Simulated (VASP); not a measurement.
A run of VASP 6.6.1 is set up as follows.

File INCAR:

```
PREC = Accurate
ENCUT = 520
EDIFF = 1E-7
ISMEAR = 0
SIGMA = 0.1
LREAL = False
LASPH = True
NELM = 100
ALGO = Normal
ISIF = 2
LWAVE = False
LCHARG = False
GGA = PE
NBANDS = 8
```

File KPOINTS:

```
regular mesh
0
Gamma
  6 6 6
```

The input POSCAR:

```
As
1.0
    1.7937647800     -2.5717603400      0.0000000000
    1.7937647800      2.5717603400      0.0000000000
    0.0000000000      0.0000000000      2.6435648200
As
1
Direct
    0.0000000000      0.0000000000      0.0000000000
```

Potentials or basis: VASP PAW PBE potentials, release 64 (As).

Run with:

```bash
$ cat potpaw_PBE.64/As/POTCAR > POTCAR
$ mpirun -np 1 vasp_std > vasp.out
```

(1) Estimate the band gap on the k mesh.

(2) Predict the pressure.

## Answers

(1) zero (an odd number of electrons rules out a gap without spin polarisation).

(2) -6.4 GPa.

Caveat: the k points lie up to 0.40 Å⁻¹ apart, too coarse for converged energies and pressures of a metal.
